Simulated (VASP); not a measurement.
Here is a VASP 6.6.1 calculation.

File INCAR:

```
SYSTEM = CaMg2O3
ALGO = Normal
EDIFF = 1E-6
ENCUT = 520
GGA = PE
ISIF = 2
ISMEAR = 0
ISPIN = 2
LASPH = .TRUE.
LCHARG = .FALSE.
LORBIT = 11
LREAL = .FALSE.
LWAVE = .FALSE.
MAGMOM = 0 0 0 1 1 1
NBANDS = 29
NELM = 150
PREC = Accurate
SIGMA = 0.1
```

File KPOINTS:

```
k-points
0
G
  6 6 4
  0 0 0
```

Contents of POSCAR:

```
CaMg2O3
1.0
    3.1487951315      0.0000000000      0.0000000000
   -1.5743975658      2.7269365752      0.0000000000
    0.0000000000      0.0000000000      7.7326072258
Ca Mg O
1 2 3
Direct
    0.0000000000      0.0000000000      0.0000000000
    0.3333333333      0.6666666667      0.3436237572
    0.6666666667      0.3333333333      0.6563762428
    0.3333333333      0.6666666667      0.8116721807
    0.6666666667      0.3333333333      0.1883278193
    0.0000000000      0.0000000000      0.5000000000
```

Potentials or basis: VASP PAW PBE potentials, release 64 (Ca_sv, Mg, O).

The run is started by

```bash
$ cat potpaw_PBE.64/Ca_sv/POTCAR potpaw_PBE.64/Mg/POTCAR potpaw_PBE.64/O/POTCAR > POTCAR
$ mpirun -np 1 vasp_std > vasp.out
```

(1) What does it give for the pressure?

(2) Predict the net moment.

(3) Predict the band gap on the k mesh.

(4) What does it give for the largest force?

Answers

(1) -0.1 GPa.

(2) 0.00 μB per cell.

(3) 4.11 eV, direct.

(4) 0.080 eV/Å.
